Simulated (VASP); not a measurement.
# Cu (I4/mmm) in VASP: further runs, part 2 of 2

VASP 6.6.1.

## (5) Relaxation of cell and atoms, PBEsol, target pressure 20 GPa, at which the enthalpy is minimised

INCAR reads:

```
SYSTEM = Cu
ALGO = Normal
EDIFF = 1E-6
EDIFFG = -0.01
ENCUT = 600
GGA = PS
IBRION = 2
ISIF = 3
ISMEAR = -1
LASPH = .TRUE.
LCHARG = .FALSE.
LREAL = .FALSE.
LWAVE = .FALSE.
NELM = 100
NSW = 80
PREC = Accurate
PSTRESS = 200.0
SIGMA = 0.1
```

KPOINTS reads:

```
k-points
0
G
  13 13 13
  0 0 0
```

POSCAR reads:

```
Cu
1.0
   -1.4427930000      1.4427930000      1.3760810000
    1.4427930000     -1.4427930000      1.3760810000
    1.4427930000      1.4427930000     -1.3760810000
Cu
1
Direct
    0.0000000000      0.0000000000      0.0000000000
```

Potentials or basis: VASP PAW PBE potentials, release 64 (Cu).

On the command line:

```
> cat potpaw_PBE.64/Cu/POTCAR > POTCAR
> mpirun -np 1 vasp_std > vasp.out
```

OUTCAR:

```text
SYSTEM = Cu
   EDIFF = 1E-6
   EDIFFG = -0.01
   ENCUT = 600
   GGA = PS
   IBRION = 2
   ISIF = 3
   ISMEAR = -1
   LASPH = .TRUE.
   LREAL = .FALSE.
   NELM = 100
   NSW = 80
   PREC = Accurate
   PSTRESS = 200.0

 ion  position               nearest neighbor table
   1  0.000  0.000  0.000-

  LATTYP: Found a body centered tetragonal cell.
 ALAT       =     2.8855860000
 C/A-ratio  =     0.9537619049

  Lattice vectors:

 A1 = (  -1.4427930000,   1.4427930000,   1.3760810000)
 A2 = (   1.4427930000,  -1.4427930000,   1.3760810000)
 A3 = (   1.4427930000,   1.4427930000,  -1.3760810000)

Analysis of symmetry for initial positions (statically):
=====================================================================
 Subroutine PRICEL returns:
 Original cell was already a primitive cell.

 Routine SETGRP: Setting up the symmetry group for a
 body centered tetragonal supercell.

 Subroutine GETGRP returns: Found 16 space group operations
 (whereof 16 operations were pure point group operations)
 out of a pool of 16 trial point group operations.

The static configuration has the point symmetry D_4h.

Analysis of symmetry for dynamics (positions and initial velocities):
=====================================================================
 Subroutine PRICEL returns:
 Original cell was already a primitive cell.

 Routine SETGRP: Setting up the symmetry group for a
 body centered tetragonal supercell.

 Subroutine GETGRP returns: Found 16 space group operations
 (whereof 16 operations were pure point group operations)
 out of a pool of 16 trial point group operations.

The dynamic configuration has the point symmetry D_4h.

 Subroutine INISYM returns: Found 16 space group operations
 (whereof 16 operations are pure point group operations),
 and found     1 'primitive' translations

----------------------------------------------------------------------------------------

                                     Primitive cell

  volume of cell :      11.4581

  direct lattice vectors                    reciprocal lattice vectors
    -1.442793000  1.442793000  1.376081000     0.000000000  0.346550060  0.363350704
     1.442793000 -1.442793000  1.376081000     0.346550060  0.000000000  0.363350704
     1.442793000  1.442793000 -1.376081000     0.346550060  0.346550060  0.000000000

  length of vectors
     2.461077447  2.461077447  2.461077447     0.502116199  0.502116199  0.490095794

  position of ions in fractional coordinates (direct lattice)
     0.000000000  0.000000000  0.000000000

  ion indices of the primitive-cell ions
   primitive index   ion index
                 1           1

----------------------------------------------------------------------------------------

 KPOINTS: k-points

Automatic generation of k-mesh.
 Grid dimensions read from file:
 generate k-points for:   13   13   13

[... 44 lines left out ...]
 [... further k-points ...]
   k-points           NKPTS =    196   k-points in BZ     NKDIM =    196   number of bands    NBANDS=      9
   number of dos      NEDOS =    301   number of ions     NIONS =      1
   total plane-waves  NPLWV =   8000
   dimension x,y,z NGX =    20 NGY =   20 NGZ =   20
   dimension x,y,z NGXF=    40 NGYF=   40 NGZF=   40
   ions per type =               1
   NGX,Y,Z   is equivalent  to a cutoff of  13.51, 13.51, 13.51 a.u.
   NGXF,Y,Z  is equivalent  to a cutoff of  27.02, 27.02, 27.02 a.u.
 SYSTEM =  Cu
   PREC   = accura    normal or accurate (medium, high low for compatibility)
   ISTART =      0    job   : 0-new  1-cont  2-samecut
   ICHARG =      2    charge: 1-file 2-atom 10-const
   ISPIN  =      1    spin polarized calculation?
   LNONCOLLINEAR =      F non collinear calculations
   LSORBIT =      F    spin-orbit coupling
   LASPH  =      T    aspherical Exc in radial PAW
   ENCUT  =  600.0 eV  44.10 Ry    6.64 a.u.   4.92  4.92  4.92*2*pi/ulx,y,z
   NELM   =    100;   NELMIN=  2; NELMDL= -5     # of ELM steps
   EDIFF  = 0.1E-05   stopping-criterion for ELM
   LREAL  =      F    real-space projection
   EDIFFG = -.1E-01   stopping-criterion for IOM
   NSW    =     80    number of steps for IOM
   IBRION =      2    ionic relax: 0-MD 1-quasi-New 2-CG
   NFREE  =      1    steps in history (QN), initial steepest desc. (CG)
   ISIF   =      3    stress and relaxation
   ISYM   =      2    0-nonsym 1-usesym 2-fastsym
   POTIM  = 0.5000    time-step for ionic-motion
   TEBEG  =    0.0;   TEEND  =   0.0 temperature during run
   PSTRESS=  200.0 pullay stress
   NELECT =      11.0000    total number of electrons
   NUPDOWN=      -1.0000    fix difference up-down
   EMIN   =  10.00;   EMAX   =-10.00  energy-range for DOS
   EFERMI =   0.00;   METHOD = LEGACY
   ISMEAR =    -1;   SIGMA  =   0.10  broadening in eV -4-tet -1-fermi 0-gaus
   EFERMI_NEDOS =   21; number of points for ismear=-14 and -15
   IALGO  =     38    algorithm
   IMIX   =      4    mixing-type and parameters
     AMIX     =   0.40;   BMIX     =  1.00
     AMIX_MAG =   1.60;   BMIX_MAG =  1.00
  volume/ion in A,a.u.               =      11.46        77.32
  Fermi-wavevector in a.u.,A,eV,Ry     =   1.614985  3.051878 35.486378  2.608175
  Thomas-Fermi vector in A             =   2.709805
   LORBIT       =      0    0 simple, 1 ext, 2 COOP (PROOUT), +10 PAW based schemes
   GGA     = PS    functional components
   LHFCALC =     F    Hartree Fock is set to
   AEXX    =    0.0000 exact exchange contribution
   IVDW    =     0    specifies the selected vdW correction
   LEPSILON=     F    determine dielectric tensor
   LRPA    =     F    only Hartree local field effects (RPA)
 conjugate gradient relaxation of ions
 non-spin polarized calculation
  energy-cutoff  :      600.00
  volume of cell :       11.46
 maximum number of plane-waves:       400
   NGX =  9   NGY =  9   NGZ =  9

--------------------------------------- Ionic step        1  -------------------------------------------

 number of electron      11.0000000 magnetization

 Free energy of the ion-electron system (eV)
  ---------------------------------------------------
  ext. energy  EPLUGINS =         0.00000000
  ---------------------------------------------------
  free energy    TOTEN  =        -4.27993803 eV

  energy without entropy =       -4.27060941  energy(sigma->0) =       -4.27527372

------------------------ aborting loop because EDIFF is reached ----------------------------------------

  FORCE on cell =-STRESS in cart. coord.  units (eV):
  Direction    XX          YY          ZZ          XY          YZ          ZX
  --------------------------------------------------------------------------------------
  -------------------------------------------------------------------------------------
  Total       -0.0364190     -0.0364190     -0.0363828      0.0000000     -0.0000000      0.0000000
  in kB       -5.0924432     -5.0924432     -5.0873920      0.0000000     -0.0000000      0.0000000
  external PRESSURE =    -205.0907595 kB  Pullay stress =     200.0000000 kB
[... 24 lines left out ...]
--------------------------------------- Ionic step        2  -------------------------------------------

 number of electron      11.0000002 magnetization

 E-fermi :  10.9080     XC(G=0): -14.4411

 val. band max:       10.8640828057   @ k =   0.4615   0.0769   0.0000
 cond. band min:      10.9797302259   @ k =  -0.3077   0.4615   0.0769
 fundamental gap:      0.1156474203
 Fermi energy:        10.9080324780

 k-point     1 :       0.0000    0.0000    0.0000
  band No.  band energies     occupation
      1      -0.5304      2.00000
      2       6.7432      2.00000
      3       7.0195      2.00000
      4       7.0195      2.00000
      5       8.2277      2.00000
      6       8.5191      2.00000
      7      37.9151      0.00000
      8      37.9151      0.00000
      9      39.2727      0.00000
[... 345 lines left out ...]
  energy  without entropy=       -4.2146539634  energy(sigma->0) =       -4.21904078

  enthalpy is  TOTEN    =        -2.9268767951 eV   P V=        1.2965508013

[... ionic steps 4 to 11 ...]

--------------------------------------- Ionic step       12  -------------------------------------------

 number of electron      11.0000004 magnetization

------------------------ aborting loop because EDIFF is reached ----------------------------------------
[... 69 lines left out ...]
--------------------------------------- Ionic step       14  -------------------------------------------

 number of electron      11.0000005 magnetization

 Free energy of the ion-electron system (eV)
  ---------------------------------------------------
  ext. energy  EPLUGINS =         0.00000000
  ---------------------------------------------------
  free energy    TOTEN  =        -4.22023104 eV

  energy without entropy =       -4.21160715  energy(sigma->0) =       -4.21591909

 E-fermi :   9.0927     XC(G=0): -13.6956

 val. band max:        9.0733571574   @ k =   0.4615   0.0769   0.0000
 cond. band min:       9.2022363045   @ k =  -0.3077   0.4615   0.0769
 fundamental gap:      0.1288791471
 Fermi energy:         9.0927252854

 k-point     1 :       0.0000    0.0000    0.0000
  band No.  band energies     occupation
      1      -1.2933      2.00000
      2       5.5760      2.00000
      3       5.5994      2.00000
      4       5.5994      2.00000
      5       6.8168      2.00000
      6       6.8408      2.00000
      7      35.4185      0.00000
      8      35.4185      0.00000
      9      35.5384      0.00000
[... 308 lines left out ...]
  energy  without entropy=       -4.2116071477  energy(sigma->0) =       -4.21591909

  enthalpy is  TOTEN    =        -2.9275505662 eV   P V=        1.2926804727

 reached required accuracy - stopping structural energy minimisation
```

It took 3.6 min on 1 thread of Intel Xeon 8259CL, shared host; peak memory 0.16 GiB.

Results:

| Property | Result |
| --- | --- |
| Free energy | -4.2202 eV |
| Relaxed volume | 10.36 Å³/atom |
| Relaxed cell | a = 2.378 Å, b = 2.378 Å, c = 2.378 Å, α = 109.34°, β = 109.34°, γ = 109.74° |
| Space group after relaxing (to 0.1 Å) | Im-3m (No. 229) |
| Energy change on relaxing (the run minimises the enthalpy) | +59.7 meV/atom |
| Ionic steps | 14 |
| Pressure after relaxing | 20.0 GPa |
| Band gap on the k mesh | zero (an odd number of electrons rules out a gap without spin polarisation) |

Step by step:
| step | energy change (eV) | largest force (eV/Å) | pressure (GPa) | volume (Å³) |
| --- | --- | --- | --- | --- |
| 1 | 0.0000 | 0.0000 | -0.51 | 11.46 |
| 2 | 0.3359 | 0.0000 | 60.13 | 9.19 |
| 3 | 0.0565 | 0.0000 | 19.29 | 10.39 |
| 4 | 0.0595 | 0.0000 | 19.90 | 10.36 |
| 5 | 0.0621 | 0.0000 | 20.43 | 10.34 |
| 6 | 0.0574 | 0.0000 | 19.57 | 10.38 |
| 7 | 0.0579 | 0.0000 | 19.64 | 10.37 |
| 8 | 0.0581 | 0.0000 | 19.67 | 10.37 |
| 9 | 0.0588 | 0.0000 | 19.88 | 10.36 |
| 10 | 0.0607 | 0.0000 | 20.18 | 10.35 |
| 11 | 0.0610 | 0.0000 | 20.23 | 10.34 |
| 12 | 0.0617 | 0.0000 | 20.35 | 10.34 |
| 13 | 0.0541 | 0.0000 | 18.83 | 10.40 |
| 14 | 0.0597 | 0.0000 | 20.00 | 10.36 |

Final structure:
```
Cu
1.0
    -1.37536    1.37536    1.36860
     1.37536   -1.37536    1.36860
     1.37536    1.37536   -1.36860
Cu
1
Direct
  0.00000 0.00000 0.00000
```

Caveat: the cell is relaxed towards a set pressure, so the run minimises the enthalpy, not the energy; the PAW data sets were made with another functional, which shifts forces and pressure a little.

## (6) Summary

| cell | gap on the mesh (eV) | pressure (GPa) |
| --- | --- | --- |
| relaxed | none | 0.0 |
| relaxed to 5 GPa | none | 4.9 |
| relaxed to 10 GPa | none | 10.0 |
| relaxed to 20 GPa | none | 20.0 |

Alike in all rows: task relaxation of cell and atoms; level PBEsol; potentials or basis VASP PAW PBE potentials, release 64 (Cu); no spin polarisation; k mesh 13 × 13 × 13; cutoff (eV) 600; smearing fermi-dirac 0.1 eV.

Caveats: the PAW data sets were made with another functional, which shifts forces and pressure a little; the cell is relaxed towards a set pressure, so the run minimises the enthalpy, not the energy (at least some runs).

Total energies depend on the potentials used, so only differences within one code and one set of settings carry meaning.
